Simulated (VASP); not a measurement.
# HfH3 (I4/mmm) in VASP: further runs

The runs below take HfH3 through single point, with PBEsol, r2SCAN.

All numbers are computed with VASP 6.6.1; they aren't measurements. Logs are shortened: lines on timing, memory, paths and dates and some standing lists are left out, and cuts for length are marked.

## 1. The cell of the first run

Symmetry: I4/mmm, No. 139, tetragonal system. Conventional cell: a = 3.222 Å, b = 3.222 Å, c = 5.857 Å, α = 90.00°, β = 90.00°, γ = 90.00°. Within 2.9 Å of Hf (site symmetry 4/mmm) lie 12 H at 2.18 to 2.28 Å. H (site symmetry -4m2) has 4 Hf at 2.18 Å and 8 H at 2.18 to 2.28 Å within 2.9 Å. Within 2.9 Å of H (site symmetry 4/mmm) lie 8 H at 2.18 Å and 4 Hf at 2.28 Å.

## 2. Single point, PBEsol (strained)

Input file INCAR:

```
SYSTEM = HfH3
PREC     = Accurate       ! precision mode
ENCUT    = 520            ! plane-wave cutoff, eV
EDIFF    = 1E-6           ! SCF threshold, eV
ISMEAR   = 0              ! smearing method
SIGMA    = 0.1            ! smearing width, eV
LREAL    = .FALSE.        ! projectors in reciprocal space
LASPH    = .TRUE.         ! aspherical terms in the spheres
NELM     = 80             ! most SCF steps
ALGO     = Normal         ! electronic algorithm
ISIF     = 2              ! what is computed and relaxed
LWAVE    = .FALSE.        ! write WAVECAR
LCHARG   = .TRUE.         ! write CHGCAR
GGA      = PS             ! functional
LELF     = .TRUE.         ! ELF
LVHAR    = .TRUE.       
NBANDS   = 14             ! bands
```

Input file KPOINTS:

```
Automatic mesh
0
G
  20 20 20
  0 0 0
```

Input file POSCAR:

```
HfH3
1.0
   -1.6108823182      1.6108823182      2.9286600686
    1.6108823182     -1.6108823182      2.9286600686
    1.6108823182      1.6108823182     -2.9286600686
Hf H
1 3
Direct
    0.0000000000      0.0000000000      0.0000000000
    0.7500000000      0.2500000000      0.5000000000
    0.2500000000      0.7500000000      0.5000000000
    0.5000000000      0.5000000000      0.0000000000
```

Potentials or basis: VASP PAW PBE potentials, release 64 (Hf_pv, H).

Command:

```console
$ cat potpaw_PBE.64/Hf_pv/POTCAR potpaw_PBE.64/H/POTCAR > POTCAR
$ mpirun -np 1 vasp_std > vasp.out
```

OUTCAR:

```text
SYSTEM = HfH3
   PREC = Accurate
   ENCUT = 520
   EDIFF = 1E-6
   ISMEAR = 0
   LREAL = .FALSE.
   LASPH = .TRUE.
   NELM = 80
   ISIF = 2
   GGA = PS

 ion  position               nearest neighbor table
   1  0.000  0.000  0.000-   2 2.18   3 2.18   2 2.18   3 2.18   2 2.18   3 2.18   2 2.18   3 2.18
                             4 2.28   4 2.28   4 2.28   4 2.28
   2  0.750  0.250  0.500-   1 2.18   1 2.18   1 2.18   1 2.18
   3  0.250  0.750  0.500-   1 2.18   1 2.18   1 2.18   1 2.18
   4  0.500  0.500  0.000-   1 2.28   1 2.28   1 2.28   1 2.28

  LATTYP: Found a body centered tetragonal cell.
 ALAT       =     3.2217646364
 C/A-ratio  =     1.8180471879

  Lattice vectors:

 A1 = (  -1.6108823182,   1.6108823182,   2.9286600686)
 A2 = (   1.6108823182,  -1.6108823182,   2.9286600686)
 A3 = (   1.6108823182,   1.6108823182,  -2.9286600686)

Analysis of symmetry for initial positions (statically):
=====================================================================
 Subroutine PRICEL returns:
 Original cell was already a primitive cell.

 Routine SETGRP: Setting up the symmetry group for a
 body centered tetragonal supercell.

 Subroutine GETGRP returns: Found 16 space group operations
 (whereof 16 operations were pure point group operations)
 out of a pool of 16 trial point group operations.

The static configuration has the point symmetry D_4h.

Analysis of symmetry for dynamics (positions and initial velocities):
=====================================================================
 Subroutine PRICEL returns:
 Original cell was already a primitive cell.

 Routine SETGRP: Setting up the symmetry group for a
 body centered tetragonal supercell.

 Subroutine GETGRP returns: Found 16 space group operations
 (whereof 16 operations were pure point group operations)
 out of a pool of 16 trial point group operations.

The dynamic configuration has the point symmetry D_4h.

 Subroutine INISYM returns: Found 16 space group operations
 (whereof 16 operations are pure point group operations),
 and found     1 'primitive' translations

----------------------------------------------------------------------------------------

                                     Primitive cell

  volume of cell :      30.3988

  direct lattice vectors                    reciprocal lattice vectors
    -1.610882318  1.610882318  2.928660069     0.000000000  0.310388906  0.170726540
     1.610882318 -1.610882318  2.928660069     0.310388906  0.000000000  0.170726540
     1.610882318  1.610882318 -2.928660069     0.310388906  0.310388906  0.000000000

  length of vectors
     3.710381851  3.710381851  3.710381851     0.354244018  0.354244018  0.438956200

  position of ions in fractional coordinates (direct lattice)
     0.000000000  0.000000000  0.000000000
     0.750000000  0.250000000  0.500000000
     0.250000000  0.750000000  0.500000000
     0.500000000  0.500000000  0.000000000

  ion indices of the primitive-cell ions
   primitive index   ion index
                 1           1
                 2           2
                 3           3
                 4           4

----------------------------------------------------------------------------------------

 KPOINTS: Automatic mesh

Automatic generation of k-mesh.
 Grid dimensions read from file:
 generate k-points for:   20   20   20

 Generating k-lattice:

  Cartesian coordinates                     Fractional coordinates (reciprocal lattice)
     0.000000000  0.015519445  0.008536327     0.050000000  0.000000000  0.000000000
     0.015519445  0.000000000  0.008536327     0.000000000  0.050000000  0.000000000
     0.015519445  0.015519445  0.000000000     0.000000000  0.000000000  0.050000000

  Length of vectors
     0.017712201  0.017712201  0.021947810

  Shift w.r.t. Gamma in fractional coordinates (k-lattice)
     0.000000000  0.000000000  0.000000000

 Subroutine IBZKPT returns following result:
 ===========================================

 Found    641 irreducible k-points:

 Following reciprocal coordinates:
            Coordinates               Weight
  0.000000  0.000000  0.000000      1.000000
  0.050000  0.000000  0.000000      8.000000
  0.100000  0.000000 -0.000000      8.000000
  0.150000  0.000000 -0.000000      8.000000
  0.200000  0.000000 -0.000000      8.000000
  0.250000  0.000000 -0.000000      8.000000
[... 16 lines left out ...]
 -0.400000  0.050000  0.000000     16.000000
 -0.350000  0.050000  0.000000     16.000000
 [... further k-points ...]
   k-points           NKPTS =    641   k-points in BZ     NKDIM =    641   number of bands    NBANDS=     14
   number of dos      NEDOS =    301   number of ions     NIONS =      4
   total plane-waves  NPLWV =  21952
   dimension x,y,z NGX =    28 NGY =   28 NGZ =   28
   dimension x,y,z NGXF=    56 NGYF=   56 NGZF=   56
   ions per type =               1   3
   NGX,Y,Z   is equivalent  to a cutoff of  12.55, 12.55, 12.55 a.u.
   NGXF,Y,Z  is equivalent  to a cutoff of  25.09, 25.09, 25.09 a.u.
 SYSTEM =  HfH3
   PREC   = accura    normal or accurate (medium, high low for compatibility)
   ISTART =      0    job   : 0-new  1-cont  2-samecut
   ICHARG =      2    charge: 1-file 2-atom 10-const
   ISPIN  =      1    spin polarized calculation?
   LNONCOLLINEAR =      F non collinear calculations
   LSORBIT =      F    spin-orbit coupling
   LASPH  =      T    aspherical Exc in radial PAW
   ENCUT  =  520.0 eV  38.22 Ry    6.18 a.u.   6.90  6.90  6.90*2*pi/ulx,y,z
   NELM   =     80;   NELMIN=  2; NELMDL= -5     # of ELM steps
   EDIFF  = 0.1E-05   stopping-criterion for ELM
   LREAL  =      F    real-space projection
   EDIFFG = 0.1E-04   stopping-criterion for IOM
   NSW    =      0    number of steps for IOM
   IBRION =     -1    ionic relax: 0-MD 1-quasi-New 2-CG
   NFREE  =      0    steps in history (QN), initial steepest desc. (CG)
   ISIF   =      2    stress and relaxation
   ISYM   =      2    0-nonsym 1-usesym 2-fastsym
   POTIM  = 0.5000    time-step for ionic-motion
   TEBEG  =    0.0;   TEEND  =   0.0 temperature during run
   PSTRESS=    0.0 pullay stress
   NELECT =      13.0000    total number of electrons
   NUPDOWN=      -1.0000    fix difference up-down
   EMIN   =  10.00;   EMAX   =-10.00  energy-range for DOS
   EFERMI =   0.00;   METHOD = LEGACY
   ISMEAR =     0;   SIGMA  =   0.10  broadening in eV -4-tet -1-fermi 0-gaus
   EFERMI_NEDOS =   21; number of points for ismear=-14 and -15
   IALGO  =     38    algorithm
   IMIX   =      4    mixing-type and parameters
     AMIX     =   0.40;   BMIX     =  1.00
     AMIX_MAG =   1.60;   BMIX_MAG =  1.00
  volume/ion in A,a.u.               =       7.60        51.29
  Fermi-wavevector in a.u.,A,eV,Ry     =   1.233399  2.330787 20.698192  1.521274
  Thomas-Fermi vector in A             =   2.368131
   LORBIT       =      0    0 simple, 1 ext, 2 COOP (PROOUT), +10 PAW based schemes
   GGA     = PS    functional components
   LHFCALC =     F    Hartree Fock is set to
   AEXX    =    0.0000 exact exchange contribution
   IVDW    =     0    specifies the selected vdW correction
   LEPSILON=     F    determine dielectric tensor
   LRPA    =     F    only Hartree local field effects (RPA)
 non-spin polarized calculation
 Gauss-broadening in eV      SIGMA  =   0.10
  energy-cutoff  :      520.00
  volume of cell :       30.40
 maximum number of plane-waves:       836
   NGX = 13   NGY = 13   NGZ = 13

 number of electron      13.0000003 magnetization

 Free energy of the ion-electron system (eV)
  ---------------------------------------------------
  ext. energy  EPLUGINS =         0.00000000
  ---------------------------------------------------
  free energy    TOTEN  =       -21.39409044 eV

  energy without entropy =      -21.38752535  energy(sigma->0) =      -21.39080790

 E-fermi :   5.2536     XC(G=0): -11.3645

 val. band max:        5.2534289007   @ k =  -0.3500  -0.4500   0.1500
 cond. band min:       5.2544158093   @ k =   0.3500   0.2500   0.0000
 fundamental gap:      0.0009869086
 Fermi energy:         5.2536075932

 k-point     1 :       0.0000    0.0000    0.0000
  band No.  band energies     occupation
      1     -26.6209      2.00000
      2     -26.3599      2.00000
      3     -26.3599      2.00000
      4      -6.7149      2.00000
      5       2.7486      2.00000
      6       3.5809      2.00000
      7       4.0585      2.00000
      8       5.4388      0.00882
      9       5.4388      0.00882
     10       8.4509      0.00000
     11      10.1295      0.00000
     12      12.5796      0.00000
     13      16.3891      0.00000
     14      16.3891      0.00000

 k-point     2 :       0.0500    0.0000    0.0000
  band No.  band energies     occupation
      1     -26.6228      2.00000
      2     -26.3706      2.00000
      3     -26.3596      2.00000
      4      -6.6533      2.00000
      5       2.7501      2.00000
      6       3.2968      2.00000
      7       3.9906      2.00000
      8       5.4713      0.00208
      9       5.8544      0.00000
     10       8.3611      0.00000
     11       9.9633      0.00000
     12      12.7321      0.00000
     13      16.5161      0.00000
     14      16.5572      0.00000
[... 343 lines left out ...]
      1     -26.7839      2.00000
      2     -26.6380      2.00000
      3     -26.3574      2.00000
      4      -3.6911      2.00000
      5      -0.9959      2.00000
      6       3.3576      2.00000
      7       3.5980      2.00000
      8       5.9705      0.00000
      9       7.5147      0.00000
     10       8.2271      0.00000
     11      10.4815      0.00000
     12      13.0941      0.00000
     13      15.5966      0.00000
     14      16.8582      0.00000

 k-point    24 :      -0.3500    0.0500    0.0000
  band No.  band energies     occupation
      1     -26.7418      2.00000
      2     -26.6248      2.00000
      3     -26.3584      2.00000
      4      -4.2666      2.00000
      5      -0.5038      2.00000
      6       3.2358      2.00000
      7       3.8780      2.00000
      8       6.0234      0.00000
      9       7.2294      0.00000
     10       8.2416      0.00000
     11      10.4878      0.00000
     12      12.6312      0.00000
     13      16.5468      0.00000
     14      16.8626      0.00000

 [... further k-points ...]

------------------------ aborting loop because EDIFF is reached ----------------------------------------

  FORCE on cell =-STRESS in cart. coord.  units (eV):
  Direction    XX          YY          ZZ          XY          YZ          ZX
  --------------------------------------------------------------------------------------
  -------------------------------------------------------------------------------------
  Total       -3.5983313     -3.5983313     -1.5141489      0.0000000     -0.0000000      0.0000000
  in kB     -189.6510047   -189.6510047    -79.8036192      0.0000000     -0.0000000      0.0000000
  external PRESSURE =    -153.0352095 kB  Pullay stress =       0.0000000 kB

 VOLUME and BASIS-vectors are now :
 -----------------------------------------------------------------------------
  energy-cutoff  :      520.00
  volume of cell :       30.40
      direct lattice vectors                 reciprocal lattice vectors
    -1.610882318  1.610882318  2.928660069     0.000000000  0.310388906  0.170726540
     1.610882318 -1.610882318  2.928660069     0.310388906  0.000000000  0.170726540
     1.610882318  1.610882318 -2.928660069     0.310388906  0.310388906  0.000000000

 POSITION                                       TOTAL-FORCE (eV/Angst)
 -----------------------------------------------------------------------------------
      0.00000      0.00000      0.00000        -0.000000      0.000000     -0.000000
     -0.00000      1.61088      1.46433        -0.000000      0.000000     -0.000000
      1.61088     -0.00000      1.46433         0.000000     -0.000000      0.000000
      0.00000      0.00000      2.92866        -0.000000      0.000000     -0.000000
 -----------------------------------------------------------------------------------
    total drift:                               -0.000000     -0.000000     -0.000000

  FREE ENERGIE OF THE ION-ELECTRON SYSTEM (eV)
  ---------------------------------------------------
  free  energy   TOTEN  =       -21.3940904440 eV

  energy  without entropy=      -21.3875253521  energy(sigma->0) =      -21.39080790
```

Run time: 5.7 min. Hardware: 1 thread of Intel Xeon Platinum 8488C (Sapphire Rapids), shared host; peak memory 0.38 GiB.

Results:

| Property | Result |
| --- | --- |
| Free energy | -21.3941 eV |
| Pressure | -15.3 GPa |

Stress tensor (GPa, compression positive):
```
-18.97   0.00   0.00
  0.00 -18.97   0.00
  0.00   0.00  -7.98
```

Caveat: the cell differs from its parent crystal (strained); the PAW data sets were made with another functional, which shifts forces and pressure a little; spin-orbit coupling is left out, which moves the levels of the heavy elements.

## 3. Single point, r2SCAN (functional r2SCAN, strained)

Input file POSCAR:

```
HfH3
1.0
   -1.5866413077      1.5866413077      3.1535425205
    1.5866413077     -1.5866413077      3.1535425205
    1.5866413077      1.5866413077     -3.1535425205
Hf H
1 3
Direct
    0.0000000000      0.0000000000      0.0000000000
    0.7500000000      0.2500000000      0.5000000000
    0.2500000000      0.7500000000      0.5000000000
    0.5000000000      0.5000000000      0.0000000000
```

Input file INCAR.step1:

```
SYSTEM = HfH3
PREC = Accurate
ENCUT = 520
ISMEAR = 0
SIGMA = 0.1
LREAL = .False.
LASPH = .True.
NELM = 100
NBANDS = 14
GGA = PE
ALGO = Normal
EDIFF = 1E-4
LWAVE = .True.
LCHARG = .False.
```

Input file INCAR.step2:

```
SYSTEM = HfH3
PREC = Accurate
ENCUT = 520
EDIFF = 1E-6
ISMEAR = 0
SIGMA = 0.1
LREAL = .False.
LASPH = .True.
NELM = 100
ALGO = Normal
ISIF = 2
LWAVE = .False.
LCHARG = .True.
METAGGA = R2SCAN
LMIXTAU = .True.
LELF = .True.
LVHAR = .True.
NBANDS = 14
ISTART = 1
```

Input file KPOINTS:

```
regular mesh
0
Gamma
  20 20 20
  0 0 0
```

Potentials or basis: VASP PAW PBE potentials, release 64 (Hf_pv, H).

Command:

```console
$ cat potpaw_PBE.64/Hf_pv/POTCAR potpaw_PBE.64/H/POTCAR > POTCAR
$ cp INCAR.step1 INCAR
$ mpirun -np 1 vasp_std > vasp.out
$ cp INCAR.step2 INCAR
$ mpirun -np 1 vasp_std > vasp.out
```

Wall time 19 min (1 thread of AMD EPYC 7R13 (Zen 3), shared host); peak memory 0.37 GiB.

It converged, with:

```
Free energy : -56.3568 eV
Pressure    : -15.9 GPa
```

Stress tensor (GPa, compression positive):
```
-17.12   0.00   0.00
  0.00 -17.12   0.00
  0.00   0.00 -13.41
```

Levels at points of the mesh, in eV from the Fermi level:
| k point | band 4 | band 5 | band 6 | band 7 | band 8 | band 9 |
| --- | --- | --- | --- | --- | --- | --- |
| (0.00, 0.00, 0.00) | -12.18 | -3.89 | -2.04 | -1.14 | 0.86 | 0.86 |
| (0.50, 0.00, 0.00) | -8.13 | -7.27 | -2.23 | -2.21 | 0.83 | 2.24 |
| (0.50, 0.50, 0.00) | -7.38 | -6.89 | -5.13 | 0.97 | 1.15 | 3.59 |
| (0.50, 0.50, 0.50) | -8.50 | -8.10 | -5.17 | 3.13 | 3.26 | 3.26 |

Caveat: the cell differs from its parent crystal (functional r2SCAN, strained); the PAW data sets were made with another functional, which shifts forces and pressure a little; spin-orbit coupling is left out, which moves the levels of the heavy elements.
